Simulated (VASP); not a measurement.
A run of VASP 6.6.1:

Contents of INCAR:

```
SYSTEM = ScB15N16
  PREC = Accurate
  ENCUT = 520
  EDIFF = 1E-6
  ISMEAR = 0
  SIGMA = 0.01
  LREAL = Auto
  LASPH = .TRUE.
  NELM = 120
  ALGO = Normal
  ISIF = 2
  LWAVE = .FALSE.
  LCHARG = .FALSE.
  GGA = PE
  NBANDS = 90
  GGA_COMPAT = .FALSE.
```

The input KPOINTS:

```
Automatic mesh
0
Gamma
  1 1 1
  0.25 0.25 0.25
```

Contents of POSCAR:

```
ScB15N16
1.0
   -3.6241103800      3.6241103800     -3.6241103800
    3.6241103800      3.6241103800      3.6241103800
    3.6241103800     -3.6241103800     -3.6241103800
B Sc N
15 1 16
Direct
   -0.0099595334     -0.0106104650     -0.0103410704
    0.0016228259      0.2504224267      0.7611704805
    0.0016231594      0.5114455242      0.5001432623
   -0.0099610466      0.7399358273      0.2391082999
    0.2510737555      0.0009718426      0.7611718417
    0.2510733458      0.5114449461      0.2506919215
    0.2510713228      0.7504191342      0.0001416400
    0.5121030076      0.0009711592      0.5001420066
    0.5121021063      0.2504221206      0.2506914538
    0.5005242871      0.4998736287      0.0106191415
    0.5005230114      0.7608938077      0.7495920538
    0.7405892291     -0.0106099727      0.2391100740
    0.7510714916      0.2504183238      0.0001403596
    0.7615505071      0.4998732359      0.7495927099
    0.7510727277      0.7504195189      0.5001396732
    0.2510549790      0.2503853043      0.5001219220
   -0.0496979912     -0.0503482365      0.1993718706
   -0.0030818628      0.2504193228      0.0052791823
    0.0103628236      0.5045748970      0.7542971459
   -0.0030812618      0.7555559746      0.5001400657
    0.2510720760     -0.0037340622      0.0052794973
    0.2510734978      0.2504240190      0.8008968761
    0.2510746174      0.5511614690      0.5001442948
    0.2510719897      0.7555561337      0.2459881104
    0.5052262201      0.0097100916      0.7542948164
    0.5518289172      0.2504236555      0.5001415083
    0.5052281133      0.5045747083      0.2594312052
    0.4917807050      0.7452838693     -0.0049943335
    0.7562108497     -0.0037337066      0.5001405606
    0.7562090982      0.2504186012      0.2459869499
    0.7459330766      0.4911265046     -0.0049980517
    0.7459364916      0.7452839807      0.7408485359
```

Potentials or basis: VASP PAW PBE potentials, release 64 (B, Sc_sv, N).

The run is started by

```bash
$ cat potpaw_PBE.64/B/POTCAR potpaw_PBE.64/Sc_sv/POTCAR potpaw_PBE.64/N/POTCAR > POTCAR
$ mpirun -np 1 vasp_std > vasp.out
```

Hardware: 1 thread of Intel Xeon 8259CL (shared host).

Question: Estimate the wall time of this run.

Answer: It took 110 s on 1 thread of Intel Xeon 8259CL, on a shared host, peak memory 0.33 GiB. Counts: scf iterations 15, k points 1.
